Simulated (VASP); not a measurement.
**NiMoIrPdW: single point with PBE**

The system is NiMoIrPdW.

```
Ni Mo Pd Ir W
1.0
     4.14436    0.00000    0.00000
    -2.07218    3.58912    0.00000
     0.00000    0.00000    5.43076
Ni Mo Pd Ir W
1 1 1 1 1
Cartesian
  0.0000 0.0000 0.1332
  2.0722 1.1964 2.4823
  0.0000 2.3927 4.0494
  0.0000 2.3927 1.4001
  2.0722 1.1964 5.4273
```

```json
{
 "Program": "VASP 6.6.1",
 "Task": "single point",
 "Functional": "PBE",
 "Potentials or basis": "VASP PAW PBE potentials, release 64 (Ni, Mo_sv, Pd, Ir, W_sv)",
 "Cutoff": "520 eV",
 "k mesh": "5 × 5 × 4",
 "Occupations": "fermi-dirac, width 0.05 eV",
 "Spin": "collinear spin, ferromagnetic start",
 "Starting moments": "[1.0, 1.0, 0.0, 0.6, 0.0] μB",
 "Dipole correction": "no",
 "Further INCAR settings": "ALGO = Normal; EDIFF = 1e-07; NBANDS = 40"
}
```

| Quantity | Value |
| --- | --- |
| Pressure | 0.2 GPa |
| Largest force | 0.038 eV/Å |
| Net moment | 0.00 μB per cell |
| Valence electrons inside the program's atomic spheres | Ni 9.45; Mo 12.38; Pd 9.57; Ir 8.43; W 12.07 |

Forces in eV/Å, atoms in the order of the input:
```
Ni   0.000  0.000  0.005
Mo   0.000  0.000  0.033
Pd   0.000  0.000 -0.007
Ir   0.000  0.000  0.006
W    0.000  0.000 -0.038
```

Levels at points of the mesh, in eV from the Fermi level:
Spin up:
| k point | band 26 | band 27 | band 28 | band 29 | band 30 | band 31 |
| --- | --- | --- | --- | --- | --- | --- |
| (0.00, 0.00, 0.00) | -1.36 | -1.36 | -0.71 | 0.85 | 0.85 | 2.07 |
| (0.00, 0.00, 0.50) | -0.49 | -0.49 | -0.39 | 0.52 | 0.81 | 0.81 |
Spin down:
| k point | band 26 | band 27 | band 28 | band 29 | band 30 | band 31 |
| --- | --- | --- | --- | --- | --- | --- |
| (0.00, 0.00, 0.00) | -1.36 | -1.36 | -0.71 | 0.85 | 0.85 | 2.07 |
| (0.00, 0.00, 0.50) | -0.49 | -0.49 | -0.39 | 0.52 | 0.81 | 0.81 |

Wall time 3.1 min on 1 thread of AMD EPYC 7R43 64-Core Processor (Zen 3), on a shared host, peak memory 0.26 GiB.

Caveat: spin-orbit coupling is left out, which moves the levels of the heavy elements.
